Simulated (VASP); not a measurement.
Runs of VASP 6.6.1 on KF. The structure is that of space group Fm-3m (No. 225), or close to it. The cells are those of the table. 

```tsv
cell	k mesh	cutoff (eV)	smearing	gap on the mesh (eV)	pressure (GPa)
a = 3.870 Å, angles 60.0°, 2 atoms	8 × 8 × 8	520	gaussian 0.02 eV	5.81	-0.8
a = 3.832 Å, angles 60.0°, 2 atoms	8 × 8 × 8	520	gaussian 0.02 eV	5.95	0.0
a = 3.907 Å, angles 60.0°, 2 atoms	8 × 8 × 8	520	gaussian 0.02 eV	(c)	(a)
a = 3.753 Å, angles 60.0°, 2 atoms	8 × 8 × 8	520	gaussian 0.02 eV	6.27	2.2
a = 3.779 Å, angles 60.0°, 2 atoms	6 × 6 × 6	600	gaussian 0.1 eV	6.17	1.4
a = 3.793 Å, angles 60.0°, 2 atoms	8 × 8 × 8	520	gaussian 0.02 eV	(b)	1.0
```

Alike in all rows: task single point; level PBE; potentials or basis VASP PAW PBE potentials, release 64 (K_sv, F); no spin polarisation.

**Question.** Estimate the missing entries.

**Answer.** (a) -1.5; (b) 6.11; (c) 5.67.

A k mesh can miss the band edges.
